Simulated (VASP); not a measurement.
Here is a VASP 6.6.1 calculation.

Contents of INCAR:

```
PREC = Accurate
ENCUT = 520
EDIFF = 1E-7
ISMEAR = -1
SIGMA = 0.03
LREAL = F
LASPH = T
NELM = 60
ALGO = Normal
ISIF = 2
LWAVE = F
LCHARG = F
NBANDS = 15
```

KPOINTS

```
regular mesh
0
Gamma
  10 10 10
```

POSCAR

```
LaP
1.0
    0.0000000000      3.0125000000      2.9522500000
    3.0125000000      0.0000000000      2.9522500000
    3.0125000000      3.0125000000      0.0000000000
La P
1 1
Direct
    0.0000000000      0.0000000000      0.0000000000
    0.5000000000      0.5000000000      0.5000000000
```

Potentials or basis: VASP PAW LDA potentials, release 64 (La, P).

Run with:

```bash
$ cat potpaw_LDA.64/La/POTCAR potpaw_LDA.64/P/POTCAR > POTCAR
$ mpirun -np 1 vasp_std > vasp.out
```

Problem. What does it give for the pressure?

Solution. -1.8 GPa.

Problem. Estimate the band gap on the k mesh.

Solution. Zero (bands 8 and 9 overlap by 0.26 eV).

Stress tensor (GPa, compression positive):
```
-2.76  0.00  0.00
 0.00 -2.76  0.00
 0.00  0.00  0.25
```

Caveat: the cell differs from its parent crystal (zz strain of -2 %); spin-orbit coupling is left out, which moves the levels of the heavy elements.
